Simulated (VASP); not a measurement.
# Y2SiSe (P-3m1) in VASP: single point with PBE

Aim: the single point of Y2SiSe with PBE.

Program: VASP 6.6.1. These are calculated values, not measurements. Logs are shortened: lines on timing, memory, paths and dates and some standing lists are left out, and cuts for length are marked.

### Step 1. The cell of the first run

The structure is trigonal, space group P-3m1 (No. 164). The conventional cell has a = 3.756 Å, b = 3.756 Å, c = 6.688 Å, α = 90.00°, β = 90.00°, γ = 120.00°. Within 3.6 Å of Y (site symmetry 3m) lie 3 Se at 2.73 Å and 3 Si at 2.74 Å. Si (site symmetry -3m) has 6 Y at 2.74 Å and 2 Se at 3.34 Å within 3.6 Å. Within 3.6 Å of Se (site symmetry -3m) lie 6 Y at 2.73 Å and 2 Si at 3.34 Å.

The cell was built from a structure type or drawn by symmetry, and may not be a known phase.

### Step 2. Single point, PBE

Contents of INCAR:

```
SYSTEM = Y2SiSe
PREC     = Accurate       ! precision mode
ENCUT    = 520            ! plane-wave cutoff, eV
EDIFF    = 1E-7           ! SCF threshold, eV
ISMEAR   = 0              ! smearing method
SIGMA    = 0.1            ! smearing width, eV
LREAL    = .FALSE.        ! projectors in reciprocal space
LASPH    = .TRUE.         ! aspherical terms in the spheres
NELM     = 80             ! most SCF steps
ALGO     = Normal         ! electronic algorithm
ISIF     = 2              ! what is computed and relaxed
LWAVE    = .FALSE.        ! write WAVECAR
LCHARG   = .TRUE.         ! write CHGCAR
GGA      = PE             ! functional
LELF     = .TRUE.         ! ELF
LVHAR    = .TRUE.       
NBANDS   = 24             ! bands
```

Contents of KPOINTS:

```
Automatic mesh
0
G
  6 6 4
  0 0 0
```

Contents of POSCAR:

```
Y2SiSe
1.0
    3.7555662800      0.0000000000      0.0000000000
   -1.8777831400      3.2524158100      0.0000000000
    0.0000000000      0.0000000000      6.6878712300
Y Si Se
2 1 1
Direct
    0.3333333300      0.6666666700      0.2483033800
    0.6666666700      0.3333333300      0.7516966200
    0.0000000000      0.0000000000      0.5000000000
    0.0000000000      0.0000000000      0.0000000000
```

Potentials or basis: VASP PAW PBE potentials, release 64 (Y_sv, Si, Se).

Launch:

```
$ cat potpaw_PBE.64/Y_sv/POTCAR potpaw_PBE.64/Si/POTCAR potpaw_PBE.64/Se/POTCAR > POTCAR
$ mpirun -np 1 vasp_std > vasp.out
```

OUTCAR:

```text
SYSTEM = Y2SiSe
   PREC = Accurate
   ENCUT = 520
   EDIFF = 1E-7
   ISMEAR = 0
   LREAL = .FALSE.
   LASPH = .TRUE.
   NELM = 80
   ISIF = 2
   GGA = PE

 ion  position               nearest neighbor table
   1  0.333  0.667  0.248-   4 2.73   4 2.73   4 2.73   3 2.74   3 2.74   3 2.74   2 3.97   2 3.97
                             2 3.97   2 4.00   2 4.00   2 4.00
   2  0.667  0.333  0.752-   4 2.73   4 2.73   4 2.73   3 2.74   3 2.74   3 2.74   1 3.97   1 3.97
                             1 3.97   1 4.00   1 4.00   1 4.00
   3  0.000  0.000  0.500-   1 2.74   2 2.74   2 2.74   1 2.74   2 2.74   1 2.74
   4  0.000  0.000  0.000-   1 2.73   2 2.73   2 2.73   1 2.73   2 2.73   1 2.73

  LATTYP: Found a hexagonal cell.
 ALAT       =     3.7555662800
 C/A-ratio  =     1.7807890292

  Lattice vectors:

 A1 = (   3.7555662800,   0.0000000000,   0.0000000000)
 A2 = (  -1.8777831400,   3.2524158100,   0.0000000000)
 A3 = (   0.0000000000,   0.0000000000,   6.6878712300)

Analysis of symmetry for initial positions (statically):
=====================================================================
 Subroutine PRICEL returns:
 Original cell was already a primitive cell.

 Routine SETGRP: Setting up the symmetry group for a
 hexagonal supercell.

 Subroutine GETGRP returns: Found 12 space group operations
 (whereof 12 operations were pure point group operations)
 out of a pool of 24 trial point group operations.

The static configuration has the point symmetry D_3d.

Analysis of symmetry for dynamics (positions and initial velocities):
=====================================================================
 Subroutine PRICEL returns:
 Original cell was already a primitive cell.

 Routine SETGRP: Setting up the symmetry group for a
 hexagonal supercell.

 Subroutine GETGRP returns: Found 12 space group operations
 (whereof 12 operations were pure point group operations)
 out of a pool of 24 trial point group operations.

The dynamic configuration has the point symmetry D_3d.

 Subroutine INISYM returns: Found 12 space group operations
 (whereof 12 operations are pure point group operations),
 and found     1 'primitive' translations

----------------------------------------------------------------------------------------

                                     Primitive cell

  volume of cell :      81.6901

  direct lattice vectors                    reciprocal lattice vectors
     3.755566280  0.000000000  0.000000000     0.266271429  0.153731881  0.000000000
    -1.877783140  3.252415810  0.000000000     0.000000000  0.307463762  0.000000000
     0.000000000  0.000000000  6.687871230     0.000000000  0.000000000  0.149524410

  length of vectors
     3.755566280  3.755566285  6.687871230     0.307463762  0.307463762  0.149524410

  position of ions in fractional coordinates (direct lattice)
     0.333333330  0.666666670  0.248303380
     0.666666670  0.333333330  0.751696620
     0.000000000  0.000000000  0.500000000
     0.000000000  0.000000000  0.000000000

  ion indices of the primitive-cell ions
   primitive index   ion index
                 1           1
                 2           2
                 3           3
                 4           4

----------------------------------------------------------------------------------------

 KPOINTS: Automatic mesh

Automatic generation of k-mesh.
 Grid dimensions read from file:
 generate k-points for:    6    6    4

 Generating k-lattice:

  Cartesian coordinates                     Fractional coordinates (reciprocal lattice)
     0.044378571  0.025621980  0.000000000     0.166666667  0.000000000  0.000000000
     0.000000000  0.051243960  0.000000000     0.000000000  0.166666667  0.000000000
     0.000000000  0.000000000  0.037381103     0.000000000  0.000000000  0.250000000

  Length of vectors
     0.051243960  0.051243960  0.037381103

  Shift w.r.t. Gamma in fractional coordinates (k-lattice)
     0.000000000  0.000000000  0.000000000

 Subroutine IBZKPT returns following result:
 ===========================================

 Found     24 irreducible k-points:

 Following reciprocal coordinates:
            Coordinates               Weight
  0.000000  0.000000  0.000000      1.000000
  0.166667  0.000000  0.000000      6.000000
  0.333333  0.000000  0.000000      6.000000
  0.500000  0.000000  0.000000      3.000000
  0.166667  0.166667  0.000000      6.000000
  0.333333  0.166667  0.000000     12.000000
[... 16 lines left out ...]
  0.333333  0.166667  0.500000     12.000000
  0.333333  0.333333  0.500000      2.000000
   k-points           NKPTS =     24   k-points in BZ     NKDIM =     24   number of bands    NBANDS=     24
   number of dos      NEDOS =    301   number of ions     NIONS =      4
   total plane-waves  NPLWV =  39200
   dimension x,y,z NGX =    28 NGY =   28 NGZ =   50
   dimension x,y,z NGXF=    56 NGYF=   56 NGZF=  100
   ions per type =               2   1   1
   NGX,Y,Z   is equivalent  to a cutoff of  12.39, 12.39, 12.43 a.u.
   NGXF,Y,Z  is equivalent  to a cutoff of  24.79, 24.79, 24.86 a.u.
 SYSTEM =  Y2SiSe
   PREC   = accura    normal or accurate (medium, high low for compatibility)
   ISTART =      0    job   : 0-new  1-cont  2-samecut
   ICHARG =      2    charge: 1-file 2-atom 10-const
   ISPIN  =      1    spin polarized calculation?
   LNONCOLLINEAR =      F non collinear calculations
   LSORBIT =      F    spin-orbit coupling
   LASPH  =      T    aspherical Exc in radial PAW
   ENCUT  =  520.0 eV  38.22 Ry    6.18 a.u.   6.98  6.98 12.44*2*pi/ulx,y,z
   NELM   =     80;   NELMIN=  2; NELMDL= -5     # of ELM steps
   EDIFF  = 0.1E-06   stopping-criterion for ELM
   LREAL  =      F    real-space projection
   EDIFFG = 0.1E-05   stopping-criterion for IOM
   NSW    =      0    number of steps for IOM
   IBRION =     -1    ionic relax: 0-MD 1-quasi-New 2-CG
   NFREE  =      0    steps in history (QN), initial steepest desc. (CG)
   ISIF   =      2    stress and relaxation
   ISYM   =      2    0-nonsym 1-usesym 2-fastsym
   POTIM  = 0.5000    time-step for ionic-motion
   TEBEG  =    0.0;   TEEND  =   0.0 temperature during run
   PSTRESS=    0.0 pullay stress
   NELECT =      32.0000    total number of electrons
   NUPDOWN=      -1.0000    fix difference up-down
   EMIN   =  10.00;   EMAX   =-10.00  energy-range for DOS
   EFERMI =   0.00;   METHOD = LEGACY
   ISMEAR =     0;   SIGMA  =   0.10  broadening in eV -4-tet -1-fermi 0-gaus
   EFERMI_NEDOS =   21; number of points for ismear=-14 and -15
   IALGO  =     38    algorithm
   IMIX   =      4    mixing-type and parameters
     AMIX     =   0.40;   BMIX     =  1.00
     AMIX_MAG =   1.60;   BMIX_MAG =  1.00
  volume/ion in A,a.u.               =      20.42       137.82
  Fermi-wavevector in a.u.,A,eV,Ry     =   1.197848  2.263604 19.522179  1.434840
  Thomas-Fermi vector in A             =   2.333752
   LORBIT       =      0    0 simple, 1 ext, 2 COOP (PROOUT), +10 PAW based schemes
   GGA     = PE    functional components
   LHFCALC =     F    Hartree Fock is set to
   AEXX    =    0.0000 exact exchange contribution
   IVDW    =     0    specifies the selected vdW correction
   LEPSILON=     F    determine dielectric tensor
   LRPA    =     F    only Hartree local field effects (RPA)
 non-spin polarized calculation
 Gauss-broadening in eV      SIGMA  =   0.10
  energy-cutoff  :      520.00
  volume of cell :       81.69
 maximum number of plane-waves:      2241
   NGX = 13   NGY = 13   NGZ = 25

 number of electron      32.0000001 magnetization

 Free energy of the ion-electron system (eV)
  ---------------------------------------------------
  ext. energy  EPLUGINS =         0.00000000
  ---------------------------------------------------
  free energy    TOTEN  =       -25.39913129 eV

  energy without entropy =      -25.38355650  energy(sigma->0) =      -25.39134389

 E-fermi :   6.0247     XC(G=0): -10.6886

 val. band max:        6.0100059525   @ k =   0.0000   0.3333   0.2500
 cond. band min:       6.0527928170   @ k =   0.5000   0.0000   0.0000
 fundamental gap:      0.0427868645
 Fermi energy:         6.0247496542

 k-point     1 :       0.0000    0.0000    0.0000
  band No.  band energies     occupation
      1     -36.0505      2.00000
      2     -36.0268      2.00000
      3     -16.5124      2.00000
      4     -16.0787      2.00000
      5     -16.0368      2.00000
      6     -16.0368      2.00000
[... 16 lines left out ...]
     23       9.5784      0.00000
     24      11.8109      0.00000

 k-point     2 :       0.1667    0.0000    0.0000
  band No.  band energies     occupation
      1     -36.0415      2.00000
      2     -36.0206      2.00000
      3     -16.4609      2.00000
      4     -16.1519      2.00000
      5     -16.1154      2.00000
      6     -16.0787      2.00000
[... 16 lines left out ...]
     23      10.0229      0.00000
     24      11.0707      0.00000

 k-point     3 :       0.3333    0.0000    0.0000
  band No.  band energies     occupation
      1     -36.0224      2.00000
      2     -36.0090      2.00000
      3     -16.4219      2.00000
      4     -16.3126      2.00000
      5     -16.2794      2.00000
      6     -16.1242      2.00000
[... 16 lines left out ...]
     23      10.8340      0.00000
     24      11.0451      0.00000

 k-point     4 :       0.5000    0.0000    0.0000
  band No.  band energies     occupation
      1     -36.0118      2.00000
      2     -36.0044      2.00000
      3     -16.5142      2.00000
      4     -16.3824      2.00000
      5     -16.2286      2.00000
      6     -16.1502      2.00000
[... 16 lines left out ...]
     23      10.7681      0.00000
     24      10.7862      0.00000

 k-point     5 :       0.1667    0.1667    0.0000
  band No.  band energies     occupation
      1     -36.0274      2.00000
      2     -36.0118      2.00000
      3     -16.3961      2.00000
      4     -16.2740      2.00000
      5     -16.2504      2.00000
      6     -16.1078      2.00000
[... 16 lines left out ...]
     23      10.1834      0.00000
     24      10.8032      0.00000

 k-point     6 :       0.3333    0.1667    0.0000
  band No.  band energies     occupation
      1     -36.0119      2.00000
      2     -36.0043      2.00000
      3     -16.4666      2.00000
      4     -16.3401      2.00000
      5     -16.2334      2.00000
      6     -16.1912      2.00000
[... 16 lines left out ...]
     23      10.6003      0.00000
     24      11.0750      0.00000
[... 379 lines left out ...]
 k-point    21 :       0.5000    0.0000    0.5000
  band No.  band energies     occupation
      1     -36.0089      2.00000
      2     -36.0072      2.00000
      3     -16.5127      2.00000
      4     -16.4381      2.00000
      5     -16.1599      2.00000
      6     -16.1327      2.00000
[... 16 lines left out ...]
     23      11.3631      0.00000
     24      11.5427      0.00000

 k-point    22 :       0.1667    0.1667    0.5000
  band No.  band energies     occupation
      1     -36.0212      2.00000
      2     -36.0180      2.00000
      3     -16.3927      2.00000
      4     -16.2876      2.00000
      5     -16.1716      2.00000
      6     -16.1601      2.00000
[... 16 lines left out ...]
     23      11.1054      0.00000
     24      11.3674      0.00000

 k-point    23 :       0.3333    0.1667    0.5000
  band No.  band energies     occupation
      1     -36.0089      2.00000
      2     -36.0072      2.00000
      3     -16.4616      2.00000
      4     -16.3886      2.00000
      5     -16.2021      2.00000
      6     -16.1949      2.00000
[... 16 lines left out ...]
     23      10.8937      0.00000
     24      11.0045      0.00000

 k-point    24 :       0.3333    0.3333    0.5000
  band No.  band energies     occupation
      1     -36.0042      2.00000
      2     -36.0042      2.00000
      3     -16.4066      2.00000
      4     -16.3216      2.00000
      5     -16.3132      2.00000
      6     -16.3132      2.00000
[... 16 lines left out ...]
     23      11.1432      0.00000
     24      11.7185      0.00000

------------------------ aborting loop because EDIFF is reached ----------------------------------------

  FORCE on cell =-STRESS in cart. coord.  units (eV):
  Direction    XX          YY          ZZ          XY          YZ          ZX
  --------------------------------------------------------------------------------------
  -------------------------------------------------------------------------------------
  Total        9.7179953      9.7179953      8.6854287      0.0000000      0.0000000     -0.0000000
  in kB      190.5977939    190.5977946    170.3461972      0.0000000      0.0000000     -0.0000000
  external PRESSURE =     183.8472619 kB  Pullay stress =       0.0000000 kB

 VOLUME and BASIS-vectors are now :
 -----------------------------------------------------------------------------
  energy-cutoff  :      520.00
  volume of cell :       81.69
      direct lattice vectors                 reciprocal lattice vectors
     3.755566280  0.000000000  0.000000000     0.266271429  0.153731881  0.000000000
    -1.877783140  3.252415810  0.000000000     0.000000000  0.307463762  0.000000000
     0.000000000  0.000000000  6.687871230     0.000000000  0.000000000  0.149524410

 POSITION                                       TOTAL-FORCE (eV/Angst)
 -----------------------------------------------------------------------------------
     -0.00000      2.16828      1.66062        -0.000000      0.000000      1.109730
      1.87778      1.08414      5.02725         0.000000     -0.000000     -1.109730
      0.00000      0.00000      3.34394         0.000000      0.000000      0.000000
      0.00000      0.00000      0.00000        -0.000000      0.000000      0.000000
 -----------------------------------------------------------------------------------
    total drift:                               -0.000000      0.000000      0.000000

  FREE ENERGIE OF THE ION-ELECTRON SYSTEM (eV)
  ---------------------------------------------------
  free  energy   TOTEN  =       -25.3991312944 eV

  energy  without entropy=      -25.3835564952  energy(sigma->0) =      -25.39134389
```

Run time: 69 s. Hardware: 1 thread of Intel Xeon 8259CL, shared host; peak memory 0.23 GiB.

What came out:

* Free energy: -25.3991 eV
* Pressure: 18.4 GPa
* Largest force: 1.110 eV/Å
* Band gap on the k mesh: zero (bands 16 and 17 overlap by 0.26 eV)

Forces in eV/Å, atoms in the order of the input:
```
Y    0.000  0.000  1.110
Y    0.000  0.000 -1.110
Si   0.000  0.000  0.000
Se   0.000  0.000  0.000
```

Caveat: the cell stands under pressure; forces of over 1 eV/Å act on the atoms, so gaps and moduli don't describe the material at rest.
